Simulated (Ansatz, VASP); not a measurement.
## HC4: VASP beside Ansatz

File INCAR:

```
PREC = Accurate ; ENCUT = 520
EDIFF = 1E-6 ; ISMEAR = 0
SIGMA = 0.1 ; LREAL = F
LASPH = T ; NELM = 100
ALGO = Normal ; ISIF = 2
LWAVE = F ; LCHARG = F
LDIPOL = T ; IDIPOL = 3
DIPOL = 0.5 0.5 0.241 ; GGA = PE
IVDW = 12 ; NBANDS = 28
```

KPOINTS

```
Automatic mesh
0
Gamma
  6 6 1
```

POSCAR

```
HC4
1.0
    4.9313048819      0.0000000000      0.0000000000
   -2.4656524409      4.2706353015      0.0000000000
    0.0000000000      0.0000000000     18.0000331942
C H
8 2
Direct
    0.3333333333      0.1666666667      0.2222236565
    0.3333333333      0.6666666667      0.2222236565
    0.8333333333      0.1666666667      0.2222236565
    0.8333333333      0.6666666667      0.2222236565
    0.1666666667      0.3333333333      0.2222218124
    0.1666666667      0.8333333333      0.2222218124
    0.6666666667      0.3333333333      0.2222218124
    0.6666666667      0.8333333333      0.2222218124
    0.1458575998      0.1666666667      0.3183345904
    0.5208090669      0.1666666667      0.3183345904
```

Input for Ansatz:

```yaml
crystal:
  lattice:
    - [4.9313048819, 0.0, 0.0]
    - [-2.4656524409, 4.2706353015, 0.0]
    - [0.0, 0.0, 18.0000331942]
  atoms:
    - { symbol: C, position: [0.3333333333, 0.1666666667, 0.2222236565] }
    - { symbol: C, position: [0.3333333333, 0.6666666667, 0.2222236565] }
    - { symbol: C, position: [0.8333333333, 0.1666666667, 0.2222236565] }
    - { symbol: C, position: [0.8333333333, 0.6666666667, 0.2222236565] }
    - { symbol: C, position: [0.1666666667, 0.3333333333, 0.2222218124] }
    - { symbol: C, position: [0.1666666667, 0.8333333333, 0.2222218124] }
    - { symbol: C, position: [0.6666666667, 0.3333333333, 0.2222218124] }
    - { symbol: C, position: [0.6666666667, 0.8333333333, 0.2222218124] }
    - { symbol: H, position: [0.1458575998, 0.1666666667, 0.3183345904] }
    - { symbol: H, position: [0.5208090669, 0.1666666667, 0.3183345904] }
basis:
  ecutwfc: 420
kpoints:
  mp_grid: { grid: [6, 6, 1] }
hamiltonian:
  xc: pbe
  pseudopotentials: { kind: paw, azcp: { folder: soft_1 } }
  dispersion: d3bj
scf:
  occupations: { method: gaussian, width: 0.1 }
output:
  forces: true
  eigenvalues: true
efield:
  axis: 3
  dipole_correction: true
  ramp_width: 0.04
```

Alike in both runs: task single point; functional PBE; dispersion D3(BJ); k mesh 6 × 6 × 1; occupations gaussian, width 0.1 eV; no spin polarisation.

|  | VASP | Ansatz |
| --- | --- | --- |
| version | VASP 6.6.1 | Ansatz 0.2.0 |
| potentials or method | VASP PAW PBE potentials, release 64 (C, H), cutoff 520 eV | scalar-relativistic, plane waves, PAW |
| valence electrons in the cell | 34 | 34 |

VASP gave:

| Quantity | Value |
| --- | --- |
| gap on the k mesh at the Fermi level (eV) | none |
| rms of the force components (eV/Å) | 0.661 |

**Question.** Estimate Ansatz's values.

**Answer.** gap on the k mesh at the Fermi level (eV): none; rms of the force components (eV/Å): 0.662.

Atom by atom the forces differ by 0.002 eV/Å (rms over components). A gap of «none» marks a metal or a gap that the smearing closes.
